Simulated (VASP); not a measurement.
**TiO2: single point with PBEsol+U**

Crystal: TiO2.

```
Ti O
1.0
     4.81270    0.00000    0.00000
     0.00000    4.87188    0.00000
    -0.86289    0.00000    4.96659
Ti O
4 8
Direct
  0.27744 0.05281 0.21315
  0.72256 0.55281 0.28685
  0.72256 0.94719 0.78685
  0.27744 0.44719 0.71315
  0.06384 0.17697 0.85156
  0.93616 0.67697 0.64844
  0.93616 0.82303 0.14844
  0.06384 0.32303 0.35156
  0.44536 0.75763 0.46677
  0.55464 0.25763 0.03323
  0.55464 0.24237 0.53323
  0.44536 0.74237 0.96677
```

| Item | Value |
| --- | --- |
| Program | VASP 6.6.1 |
| Task | single point |
| Functional | PBEsol |
| Potentials or basis | VASP PAW PBE potentials, release 64 (Ti_sv, O) |
| Cutoff | 520 eV |
| k mesh | 6 × 6 × 6 |
| Occupations | fermi-dirac, width 0.05 eV |
| Spin | no spin polarisation |
| Hubbard terms | Ti d U = 6.0 eV |

The pressure is 10.6 GPa. The largest force is 0.726 eV/Å and the band gap on the k mesh is 2.97 eV (least direct gap 3.04 eV).

Forces in eV/Å, atoms in the order of the input:
```
Ti   0.133 -0.570 -0.429
Ti  -0.133 -0.570  0.429
Ti  -0.133  0.570  0.429
Ti   0.133  0.570 -0.429
O   -0.175 -0.236  0.155
O    0.175 -0.236 -0.155
O    0.175  0.236 -0.155
O   -0.175  0.236  0.155
O   -0.253 -0.102  0.289
O    0.253 -0.102 -0.289
O    0.253  0.102 -0.289
O   -0.253  0.102  0.289
```

Stress tensor (GPa, compression positive):
```
11.22  0.00 -0.06
 0.00 11.55  0.00
-0.06  0.00  9.10
```

Levels at points of the mesh, in eV from the valence-band top:
| k point | band 45 | band 46 | band 47 | band 48 | band 49 | band 50 | band 51 | band 52 |
| --- | --- | --- | --- | --- | --- | --- | --- | --- |
| (0.00, 0.00, 0.00) | -0.68 | -0.54 | -0.08 | 0.00 | 3.10 | 3.29 | 3.68 | 3.73 |
| (0.50, 0.00, 0.00) | -0.87 | -0.72 | -0.53 | -0.08 | 2.97 | 3.52 | 3.57 | 3.68 |
| (0.00, 0.50, 0.00) | -0.90 | -0.90 | -0.43 | -0.43 | 3.57 | 3.57 | 3.82 | 3.82 |
| (0.50, 0.50, 0.00) | -1.01 | -1.01 | -0.75 | -0.75 | 3.38 | 3.38 | 3.57 | 3.57 |
| (0.00, 0.00, 0.50) | -1.09 | -1.09 | -0.47 | -0.47 | 3.45 | 3.45 | 3.48 | 3.48 |
| (0.50, 0.00, 0.50) | -1.12 | -1.12 | -0.65 | -0.65 | 3.07 | 3.07 | 3.80 | 3.80 |
| (0.00, 0.50, 0.50) | -1.14 | -1.14 | -0.85 | -0.85 | 3.38 | 3.38 | 3.50 | 3.50 |
| (0.50, 0.50, 0.50) | -1.28 | -1.28 | -0.98 | -0.98 | 3.20 | 3.20 | 3.58 | 3.58 |

Eigenvalues of the final occupation matrices:
```
    site  spin  trace               eigenvalues
site 1 d     1   0.78  0.08 0.10 0.15 0.22 0.23
site 1 d     2   0.78  0.08 0.10 0.15 0.22 0.23
site 2 d     1   0.78  0.08 0.10 0.15 0.22 0.23
site 2 d     2   0.78  0.08 0.10 0.15 0.22 0.23
site 3 d     1   0.78  0.08 0.10 0.15 0.22 0.23
site 3 d     2   0.78  0.08 0.10 0.15 0.22 0.23
site 4 d     1   0.78  0.08 0.10 0.15 0.22 0.23
site 4 d     2   0.78  0.08 0.10 0.15 0.22 0.23
```

Wall time 4.1 min on 4 MPI ranks on Intel(R) Xeon(R) Platinum 8488C (Sapphire Rapids), with other jobs on the host, peak memory 0.49 GiB a rank.

Caveat: the cell stands under pressure; the PAW data sets were made with another functional, which shifts forces and pressure a little. A k mesh can miss the band edges.
